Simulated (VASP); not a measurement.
# FePt (P4/mmm) in VASP: settings compared

The runs below take FePt through single point, relaxation of cell and atoms, with BLYP+D4, RPBE+D4.

All numbers are computed with VASP 6.6.1; they aren't measurements. Logs are shortened: lines on timing, memory, paths and dates and some standing lists are left out, and cuts for length are marked.

## 1. The cell of the first run

It takes space group P4/mmm (No. 123, tetragonal). The conventional cell has a = 2.734 Å, b = 2.734 Å, c = 3.735 Å, α = 90.00°, β = 90.00°, γ = 90.00°. Within 3.5 Å of Pt (site symmetry 4/mmm) lie 8 Fe at 2.69 Å and 4 Pt at 2.73 Å. Within 3.5 Å of Fe (site symmetry 4/mmm) lie 8 Pt at 2.69 Å and 4 Fe at 2.73 Å.

## 2. Single point, BLYP+D4, collinear spin, ferromagnetic start

File INCAR:

```
AGGAC    = 1.0          
AGGAX    = 1.0          
ALDAC    = 0.0          
ALDAX    = 1.0          
ALGO     = Normal         # electronic algorithm
EDIFF    = 1E-7           # SCF threshold, eV
ENCUT    = 520            # plane-wave cutoff, eV
GGA      = B5             # functional
ISIF     = 2              # what is computed and relaxed
ISMEAR   = -1             # smearing method
ISPIN    = 2              # spin polarisation
IVDW     = 13             # dispersion correction
LASPH    = T              # aspherical terms in the spheres
LCHARG   = F              # write CHGCAR
LMAXMIX  = 4              # l up to which the mixer works
LORBIT   = 11             # projections on sites
LREAL    = F              # projectors in reciprocal space
LWAVE    = F              # write WAVECAR
MAGMOM   = 0 3            # initial moments
NBANDS   = 20             # bands
NELM     = 150            # most SCF steps
PREC     = Accurate       # precision mode
SIGMA    = 0.05           # smearing width, eV
VDW_A1   = 0.44488865   
VDW_A2   = 4.0933009    
VDW_S6   = 1.0          
VDW_S8   = 2.34076671
```

File KPOINTS:

```
k-points
0
Gamma
  10 10 7
```

File POSCAR:

```
FePt
1.0
    2.7338309831      0.0000000000      0.0000000000
    0.0000000000      2.7338309831      0.0000000000
    0.0000000000      0.0000000000      3.7348683415
Pt Fe
1 1
Direct
    0.5000000000      0.5000000000      0.5000000000
    0.0000000000      0.0000000000      0.0000000000
```

Potentials or basis: VASP PAW PBE potentials, release 64 (Pt, Fe).

Started as:

```console
> cat potpaw_PBE.64/Pt/POTCAR potpaw_PBE.64/Fe/POTCAR > POTCAR
> mpirun -np 1 vasp_std > vasp.out
```

OUTCAR:

```text
EDIFF = 1E-7
   ENCUT = 520
   GGA = B5
   ISIF = 2
   ISMEAR = -1
   ISPIN = 2
   IVDW = 13
   LASPH = T
   LORBIT = 11
   LREAL = F
   NELM = 150
   PREC = Accurate

 ion  position               nearest neighbor table
   1  0.500  0.500  0.500-   2 2.69   2 2.69   2 2.69   2 2.69   2 2.69   2 2.69   2 2.69   2 2.69

   2  0.000  0.000  0.000-   1 2.69   1 2.69   1 2.69   1 2.69   1 2.69   1 2.69   1 2.69   1 2.69

  LATTYP: Found a simple tetragonal cell.
 ALAT       =     2.7338309831
 C/A-ratio  =     1.3661665131

  Lattice vectors:

 A1 = (   2.7338309831,   0.0000000000,   0.0000000000)
 A2 = (   0.0000000000,   2.7338309831,   0.0000000000)
 A3 = (   0.0000000000,   0.0000000000,   3.7348683415)

Analysis of symmetry for initial positions (statically):
=====================================================================
 Subroutine PRICEL returns:
 Original cell was already a primitive cell.

 Routine SETGRP: Setting up the symmetry group for a
 simple tetragonal supercell.

 Subroutine GETGRP returns: Found 16 space group operations
 (whereof 16 operations were pure point group operations)
 out of a pool of 16 trial point group operations.

The static configuration has the point symmetry D_4h.

Analysis of symmetry for dynamics (positions and initial velocities):
=====================================================================
 Subroutine PRICEL returns:
 Original cell was already a primitive cell.

 Routine SETGRP: Setting up the symmetry group for a
 simple tetragonal supercell.

 Subroutine GETGRP returns: Found 16 space group operations
 (whereof 16 operations were pure point group operations)
 out of a pool of 16 trial point group operations.

The dynamic configuration has the point symmetry D_4h.

Analysis of structural, dynamic, and magnetic symmetry:
=====================================================================
 Subroutine PRICEL returns:
 Original cell was already a primitive cell.

 Routine SETGRP: Setting up the symmetry group for a
 simple tetragonal supercell.

 Subroutine GETGRP returns: Found 16 space group operations
 (whereof 16 operations were pure point group operations)
 out of a pool of 16 trial point group operations.

The overall configuration has the point symmetry D_4h.

 Subroutine INISYM returns: Found 16 space group operations
 (whereof 16 operations are pure point group operations),
 and found     1 'primitive' translations

----------------------------------------------------------------------------------------

                                     Primitive cell

  volume of cell :      27.9138

  direct lattice vectors                    reciprocal lattice vectors
     2.733830983  0.000000000  0.000000000     0.365787061  0.000000000  0.000000000
     0.000000000  2.733830983  0.000000000     0.000000000  0.365787061  0.000000000
     0.000000000  0.000000000  3.734868341     0.000000000  0.000000000  0.267747055

  length of vectors
     2.733830983  2.733830983  3.734868341     0.365787061  0.365787061  0.267747055

  position of ions in fractional coordinates (direct lattice)
     0.500000000  0.500000000  0.500000000
     0.000000000  0.000000000  0.000000000

  ion indices of the primitive-cell ions
   primitive index   ion index
                 1           1
                 2           2

----------------------------------------------------------------------------------------

 KPOINTS: k-points

Automatic generation of k-mesh.
 Grid dimensions read from file:
 generate k-points for:   10   10    7

 Generating k-lattice:

  Cartesian coordinates                     Fractional coordinates (reciprocal lattice)
     0.036578706  0.000000000  0.000000000     0.100000000  0.000000000  0.000000000
     0.000000000  0.036578706  0.000000000     0.000000000  0.100000000  0.000000000
     0.000000000  0.000000000  0.038249579     0.000000000  0.000000000  0.142857143

  Length of vectors
     0.036578706  0.036578706  0.038249579

  Shift w.r.t. Gamma in fractional coordinates (k-lattice)
     0.000000000  0.000000000  0.000000000

 Subroutine IBZKPT returns following result:
 ===========================================

 Found     84 irreducible k-points:

 Following reciprocal coordinates:
            Coordinates               Weight
  0.000000  0.000000  0.000000      1.000000
  0.100000  0.000000  0.000000      4.000000
  0.200000  0.000000  0.000000      4.000000
  0.300000  0.000000  0.000000      4.000000
  0.400000  0.000000  0.000000      4.000000
  0.500000  0.000000  0.000000      2.000000
[... 16 lines left out ...]
  0.100000  0.000000  0.142857      8.000000
  0.200000  0.000000  0.142857      8.000000
 [... further k-points ...]
   k-points           NKPTS =     84   k-points in BZ     NKDIM =     84   number of bands    NBANDS=     20
   number of dos      NEDOS =    301   number of ions     NIONS =      2
   total plane-waves  NPLWV =  11200
   dimension x,y,z NGX =    20 NGY =   20 NGZ =   28
   dimension x,y,z NGXF=    40 NGYF=   40 NGZF=   56
   ions per type =               1   1
   NGX,Y,Z   is equivalent  to a cutoff of  12.16, 12.16, 12.46 a.u.
   NGXF,Y,Z  is equivalent  to a cutoff of  24.32, 24.32, 24.93 a.u.
 SYSTEM =  unknown system
   PREC   = accura    normal or accurate (medium, high low for compatibility)
   ISTART =      0    job   : 0-new  1-cont  2-samecut
   ICHARG =      2    charge: 1-file 2-atom 10-const
   ISPIN  =      2    spin polarized calculation?
   LNONCOLLINEAR =      F non collinear calculations
   LSORBIT =      F    spin-orbit coupling
   LASPH  =      T    aspherical Exc in radial PAW
   ENCUT  =  520.0 eV  38.22 Ry    6.18 a.u.   5.08  5.08  6.94*2*pi/ulx,y,z
   NELM   =    150;   NELMIN=  2; NELMDL= -5     # of ELM steps
   EDIFF  = 0.1E-06   stopping-criterion for ELM
   LREAL  =      F    real-space projection
   EDIFFG = 0.1E-05   stopping-criterion for IOM
   NSW    =      0    number of steps for IOM
   IBRION =     -1    ionic relax: 0-MD 1-quasi-New 2-CG
   NFREE  =      0    steps in history (QN), initial steepest desc. (CG)
   ISIF   =      2    stress and relaxation
   ISYM   =      2    0-nonsym 1-usesym 2-fastsym
   POTIM  = 0.5000    time-step for ionic-motion
   TEBEG  =    0.0;   TEEND  =   0.0 temperature during run
   PSTRESS=    0.0 pullay stress
   NELECT =      18.0000    total number of electrons
   NUPDOWN=      -1.0000    fix difference up-down
   EMIN   =  10.00;   EMAX   =-10.00  energy-range for DOS
   EFERMI =   0.00;   METHOD = LEGACY
   ISMEAR =    -1;   SIGMA  =   0.05  broadening in eV -4-tet -1-fermi 0-gaus
   EFERMI_NEDOS =   21; number of points for ismear=-14 and -15
   IALGO  =     38    algorithm
   IMIX   =      4    mixing-type and parameters
     AMIX     =   0.40;   BMIX     =  1.00
     AMIX_MAG =   1.60;   BMIX_MAG =  1.00
  volume/ion in A,a.u.               =      13.96        94.19
  Fermi-wavevector in a.u.,A,eV,Ry     =   1.414358  2.672750 27.217224  2.000410
  Thomas-Fermi vector in A             =   2.535909
   LORBIT       =     11    0 simple, 1 ext, 2 COOP (PROOUT), +10 PAW based schemes
   GGA     = B5    functional components
   LHFCALC =     F    Hartree Fock is set to
   AEXX    =    0.0000 exact exchange contribution
   IVDW    =    13    specifies the selected vdW correction
   LEPSILON=     F    determine dielectric tensor
   LRPA    =     F    only Hartree local field effects (RPA)
 spin polarized calculation
  energy-cutoff  :      520.00
  volume of cell :       27.91
 maximum number of plane-waves:       776
   NGX = 11   NGY = 11   NGZ = 13

 number of electron      17.9999993 magnetization       3.2264904

 Free energy of the ion-electron system (eV)
  ---------------------------------------------------
  ext. energy  EPLUGINS =         0.00000000
  ---------------------------------------------------
  free energy    TOTEN  =       -12.59460392 eV

  energy without entropy =      -12.58362274  energy(sigma->0) =      -12.58911333

 E-fermi :   9.0806     XC(G=0): -12.3410

 val. band max:        9.0697763219   @ k =   0.5000   0.2000   0.1429
 cond. band min:       9.0915224198   @ k =   0.4000   0.4000   0.2857
 fundamental gap:      0.0217460979
 Fermi energy:         9.0805594238

 spin component 1

 k-point     1 :       0.0000    0.0000    0.0000
  band No.  band energies     occupation
      1      -0.2581      1.00000
      2       2.8820      1.00000
      3       3.0063      1.00000
      4       5.6936      1.00000
      5       5.6936      1.00000
      6       6.2361      1.00000
[... 12 lines left out ...]
     19      30.6734      0.00000
     20      30.6734      0.00000

 k-point     2 :       0.1000    0.0000    0.0000
  band No.  band energies     occupation
      1      -0.0010      1.00000
      2       3.0113      1.00000
      3       3.1885      1.00000
      4       5.5902      1.00000
      5       5.7670      1.00000
      6       6.3012      1.00000
[... 12 lines left out ...]
     19      30.3533      0.00000
     20      31.1606      0.00000
[... 465 lines left out ...]
      3       3.2676      1.00000
      4       5.6469      1.00000
      5       5.8405      1.00000
      6       6.2389      1.00000
[... 12 lines left out ...]
     19      30.3959      0.00000
     20      30.8239      0.00000

 k-point    24 :       0.2000    0.0000    0.1429
  band No.  band energies     occupation
      1       0.9268      1.00000
      2       3.3732      1.00000
      3       3.8645      1.00000
      4       5.3231      1.00000
      5       5.9494      1.00000
      6       6.3560      1.00000
[... 12 lines left out ...]
     19      32.1129      0.00000
     20      32.3255      0.00000

 [... further k-points ...]

 spin component 2

 k-point     1 :       0.0000    0.0000    0.0000
  band No.  band energies     occupation
      1      -0.1382      1.00000
      2       3.3745      1.00000
      3       3.4274      1.00000
      4       6.6927      1.00000
      5       6.6927      1.00000
      6       8.2366      1.00000
[... 12 lines left out ...]
     19      30.7831      0.00000
     20      30.7831      0.00000

 k-point     2 :       0.1000    0.0000    0.0000
  band No.  band energies     occupation
      1       0.1203      1.00000
      2       3.4877      1.00000
      3       3.6331      1.00000
      4       6.4588      1.00000
      5       6.7639      1.00000
      6       8.0926      1.00000
[... 12 lines left out ...]
     19      30.7400      0.00000
     20      31.2682      0.00000
[... 465 lines left out ...]
      3       3.7186      1.00000
      4       6.4819      1.00000
      5       6.8126      1.00000
      6       8.1167      1.00000
[... 12 lines left out ...]
     19      30.8552      0.00000
     20      31.0205      0.00000

 k-point    24 :       0.2000    0.0000    0.1429
  band No.  band energies     occupation
      1       1.0566      1.00000
      2       3.7951      1.00000
      3       4.3609      1.00000
      4       5.8358      1.00000
      5       6.9392      1.00000
      6       7.6733      1.00000
[... 12 lines left out ...]
     19      32.3337      0.00000
     20      32.5954      0.00000

 [... further k-points ...]

------------------------ aborting loop because EDIFF is reached ----------------------------------------

  DFT-D4 for vdW energy calculation

  Edisp (eV):   -2.02078

  FORCE on cell =-STRESS in cart. coord.  units (eV):
  Direction    XX          YY          ZZ          XY          YZ          ZX
  --------------------------------------------------------------------------------------
  -------------------------------------------------------------------------------------
  Total       0.12687     0.12687     0.12309     0.00000    -0.00000     0.00000
  in kB       7.28172     7.28172     7.06506     0.00000    -0.00000     0.00000
  external pressure =        7.21 kB  Pullay stress =        0.00 kB

 VOLUME and BASIS-vectors are now :
 -----------------------------------------------------------------------------
  energy-cutoff  :      520.00
  volume of cell :       27.91
      direct lattice vectors                 reciprocal lattice vectors
     2.733830983  0.000000000  0.000000000     0.365787061  0.000000000  0.000000000
     0.000000000  2.733830983  0.000000000     0.000000000  0.365787061  0.000000000
     0.000000000  0.000000000  3.734868341     0.000000000  0.000000000  0.267747055

 POSITION                                       TOTAL-FORCE (eV/Angst)
 -----------------------------------------------------------------------------------
      1.36692      1.36692      1.86743         0.000000      0.000000      0.000000
      0.00000      0.00000      0.00000         0.000000      0.000000      0.000000
 -----------------------------------------------------------------------------------
    total drift:                               -0.000000      0.000000      0.000000

  FREE ENERGIE OF THE ION-ELECTRON SYSTEM (eV)
  ---------------------------------------------------
  free  energy   TOTEN  =       -14.6153853729 eV

  energy  without entropy=      -14.6044041950  energy(sigma->0) =      -14.60989478

 total charge

# of ion       s       p       d       tot
------------------------------------------
    1        0.718   0.625   8.106   9.448
    2        0.404   0.427   6.186   7.017
--------------------------------------------------
tot          1.122   1.052  14.292  16.466

 magnetization (x)

# of ion       s       p       d       tot
------------------------------------------
    1       -0.025  -0.062   0.426   0.339
    2        0.002  -0.008   2.870   2.864
--------------------------------------------------
tot         -0.023  -0.070   3.296   3.203
```

It took 1.9 min on 1 thread of Oxide Virtual Turin-like, shared host; peak memory 0.17 GiB.

What came out:

| Quantity | Value |
| --- | --- |
| Free energy | -14.6154 eV |
| Pressure | 0.7 GPa |
| Net moment | 3.23 μB per cell |
| Site moments | Pt +0.34; Fe +2.86 μB |
| Valence electrons inside the program's atomic spheres | Pt 9.45; Fe 7.02 |
| Dispersion energy per atom | -1.010 eV |

Levels at points of the mesh, in eV from the Fermi level:
Spin up:
```
           k point  band 7  band 8  band 9  band 10  band 11  band 12  band 13  band 14  band 15  band 16
(0.00, 0.00, 0.00)   -2.06   -1.88   -0.54    -0.38    -0.38     2.47     9.73    11.72    11.72    17.44
(0.50, 0.00, 0.00)   -2.68   -2.42   -2.07    -1.64     0.23     2.02    10.58    10.62    12.55    13.34
(0.50, 0.50, 0.00)   -0.52   -0.45   -0.45     0.52     1.82     1.82     7.54     9.98    11.02    12.43
```
Spin down:
```
           k point  band 6  band 7  band 8  band 9  band 10  band 11
(0.00, 0.00, 0.00)   -0.84   -0.81    0.51    1.58     1.58     1.60
(0.50, 0.00, 0.00)   -1.40   -1.19   -0.89    0.47     0.61     2.33
(0.50, 0.50, 0.00)    1.18    1.54    1.61    1.66     1.66     1.95
```

Caveat: the dispersion term is far too large for a dense solid, which distorts pressure and volume; the PAW data sets were made with another functional, which shifts forces and pressure a little; spin-orbit coupling is left out, which moves the levels of the heavy elements.

## 3. Relaxation of cell and atoms, RPBE+D4, collinear spin, ferromagnetic start

This run uses another cell than the first one, of 13.80 Å³/atom.

File INCAR:

```
SYSTEM = FePt
  PREC = Accurate
  ENCUT = 600
  EDIFF = 1E-7
  ISMEAR = -1
  SIGMA = 0.05
  LREAL = .FALSE.
  LASPH = .TRUE.
  NELM = 150
  ALGO = Normal
  ISIF = 3
  LWAVE = .FALSE.
  LCHARG = .FALSE.
  ISPIN = 2
  MAGMOM = 0 3
  LORBIT = 11
  LMAXMIX = 4
  GGA = RP
  IVDW = 13
  IBRION = 2
  NSW = 80
  EDIFFG = -0.02
```

File KPOINTS:

```
Automatic mesh
0
G
  10 10 7
  0 0 0
```

File POSCAR:

```
FePt
1.0
    2.7235000000      0.0000000000      0.0000000000
    0.0000000000      2.7235000000      0.0000000000
    0.0000000000      0.0000000000      3.7200000000
Pt Fe
1 1
Direct
    0.5000000000      0.5000000000      0.5000000000
    0.0000000000      0.0000000000      0.0000000000
```

Potentials or basis: VASP PAW PBE potentials, release 64 (Pt, Fe).

Started as:

```console
> cat potpaw_PBE.64/Pt/POTCAR potpaw_PBE.64/Fe/POTCAR > POTCAR
> mpirun -np 1 vasp_std > vasp.out
```

It took 4.5 min on 1 thread of Oxide Virtual Turin-like, shared host; peak memory 0.19 GiB.

The run converged. Its results:

```
Free energy                                           : -15.7434 eV
Relaxed volume                                        : 13.59 Å³/atom
Relaxed cell                                          : a = 2.710 Å, b = 2.710 Å, c = 3.703 Å, α = 90.00°, β = 90.00°, γ = 90.00°
Space group after relaxing (to 0.1 Å)                 : P4/mmm (No. 123)
Energy gained by relaxing                             : 2.0 meV/atom
Ionic steps                                           : 3
Pressure after relaxing                               : 0.0 GPa
Net moment                                            : 3.27 μB per cell
Site moments                                          : Pt +0.33; Fe +2.92 μB
Valence electrons inside the program's atomic spheres : Pt 9.48; Fe 7.00
Dispersion energy per atom                            : -1.023 eV
```

Stress tensor (GPa, compression positive):
```
-0.06  0.00  0.00
 0.00 -0.06  0.00
 0.00  0.00  0.17
```

Step by step:
```
step  energy change (eV)  largest force (eV/Å)  pressure (GPa)  volume (Å³)
   1              0.0000                0.0000           -3.09        27.59
   2              0.0067                0.0000            5.55        26.54
   3             -0.0040                0.0000            0.01        27.18
```

Final structure:
```cif
data_structure
_symmetry_space_group_name_H-M 'P 1'
_symmetry_Int_Tables_number 1
_cell_length_a 2.7096
_cell_length_b 2.7096
_cell_length_c 3.7026
_cell_angle_alpha 90.000
_cell_angle_beta 90.000
_cell_angle_gamma 90.000
_cell_volume 27.18
loop_
_atom_site_label
_atom_site_type_symbol
_atom_site_fract_x
_atom_site_fract_y
_atom_site_fract_z
_atom_site_occupancy
Pt1 Pt 0.50000 0.50000 0.50000 1
Fe1 Fe 0.00000 0.00000 0.00000 1
```

Levels at points of the mesh, in eV from the Fermi level:
Spin up:
```
           k point  band 9  band 10  band 11  band 12  band 13  band 14
(0.00, 0.00, 0.00)   -0.56    -0.43    -0.43     2.28     9.92    11.77
(0.50, 0.00, 0.00)   -2.23    -1.69     0.12     2.06    10.52    10.64
(0.50, 0.50, 0.00)   -0.52     0.55     1.61     1.61     7.72    10.22
```
Spin down:
```
           k point  band 6  band 7  band 8  band 9  band 10  band 11
(0.00, 0.00, 0.00)   -0.85   -0.80    0.60    1.69     1.69     1.73
(0.50, 0.00, 0.00)   -1.42   -1.23   -0.93    0.55     0.69     2.41
(0.50, 0.50, 0.00)    1.27    1.69    1.71    1.71     1.73     1.77
```

Caveat: the dispersion term is far too large for a dense solid, which distorts pressure and volume; the PAW data sets were made with another functional, which shifts forces and pressure a little; spin-orbit coupling is left out, which moves the levels of the heavy elements.
